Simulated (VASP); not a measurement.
Set up this calculation in VASP 6.6.1, as the native input.

```yaml
Task: relaxation of cell and atoms
Functional: PBEsol
Dispersion: D4
Potentials_or_basis: VASP PAW PBE potentials, release 64 (Co, O)
Cutoff: 600 eV
k_mesh: 11 × 11 × 11
Occupations: fermi-dirac, width 0.05 eV
Spin: collinear spin, ferromagnetic start
Starting_moments: "[2.0, 0.0] μB"
Dipole_correction: no
Further_INCAR_settings: ALGO = Normal; EDIFF = 1e-06; IBRION = 2; EDIFFG = -0.005; NSW = 80; ISIF = 3
```

The structure of CoO lies in POSCAR:

```
CoO
1.0
    0.0000000000      2.1315000000      2.1315000000
    2.1315000000      0.0000000000      2.1315000000
    2.1315000000      2.1315000000      0.0000000000
Co O
1 1
Direct
    0.0000000000      0.0000000000      0.0000000000
    0.5000000000      0.5000000000      0.5000000000
```

These files were run (other wordings do the same):

INCAR

```
SYSTEM = CoO
PREC = Accurate ; ENCUT = 600
EDIFF = 1E-6 ; ISMEAR = -1
SIGMA = 0.05 ; LREAL = .False.
LASPH = .True. ; NELM = 150
ALGO = Normal ; ISIF = 3
LWAVE = .False. ; LCHARG = .False.
ISPIN = 2 ; MAGMOM = 2 0
LORBIT = 11 ; LMAXMIX = 4
GGA = PS ; IVDW = 13
IBRION = 2 ; NSW = 80
EDIFFG = -0.005
```

KPOINTS

```
Automatic mesh
0
Gamma
  11 11 11
  0 0 0
```

Potentials or basis: VASP PAW PBE potentials, release 64 (Co, O).

Command:

```sh
$ cat potpaw_PBE.64/Co/POTCAR potpaw_PBE.64/O/POTCAR > POTCAR
$ mpirun -np 1 vasp_std > vasp.out
```

Results of the run:

| Item | Value |
| --- | --- |
| Relaxed volume | 8.91 Å³/atom |
| Relaxed cell | a = 2.932 Å, b = 2.932 Å, c = 2.932 Å, α = 60.00°, β = 60.00°, γ = 60.00° |
| Space group after relaxing (to 0.05 Å) | Fm-3m (No. 225) |
| Energy gained by relaxing | 33.7 meV/atom |
| Ionic steps | 3 |
| Pressure after relaxing | 0.0 GPa |
| Net moment | 2.67 μB per cell |
| Site moments | Co +2.36; O +0.26 μB |
| Valence electrons inside the program's atomic spheres | Co 7.96; O 4.98 |
| Dispersion energy per atom | -0.167 eV |

Caveat: the PAW data sets were made with another functional, which shifts forces and pressure a little; a cell with one magnetic atom can't hold antiferromagnetic order, which such compounds often take; pairwise dispersion overbinds metals, which lowers pressure and volume.

Run time: 90 s on 1 thread of Intel(R) Xeon(R) Platinum 8259CL CPU @ 2.50GHz (Skylake/Cascade Lake), with other jobs on the host, peak memory 0.17 GiB.
